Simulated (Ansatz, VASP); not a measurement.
C in VASP and in Ansatz

```
C
1.0
     2.46657    0.00000    0.00000
    -1.23328    2.13611    0.00000
     0.00000    0.00000    8.49487
C
4
Direct
  0.00000 0.00000 0.25000
  0.00000 0.00000 0.75000
  0.33333 0.66667 0.25000
  0.66667 0.33333 0.75000
```

Alike in both runs: functional PBE; k mesh 15 × 15 × 5; occupations fermi-dirac, width 0.1 eV; no spin polarisation.

Ansatz relaxed the structure, and its values are those at the end. VASP's run is a single point on that final structure, the one shown.

|  | VASP | Ansatz |
| --- | --- | --- |
| version | VASP 6.6.1 | Ansatz 0.2.0 |
| potentials or method | VASP PAW PBE potentials, release 64 (C) | PAW with Ansatz's default frozen-core files, scalar-relativistic |
| plane-wave cutoff (eV) | 600 | 420 |
| valence electrons in the cell | 16 | 16 |

```csv
,VASP,Ansatz,Ansatz less VASP
pressure (GPa),0.0,0.0,-0.01
```

With one functional, cell and mesh, what is left measures potentials, basis and numerics.
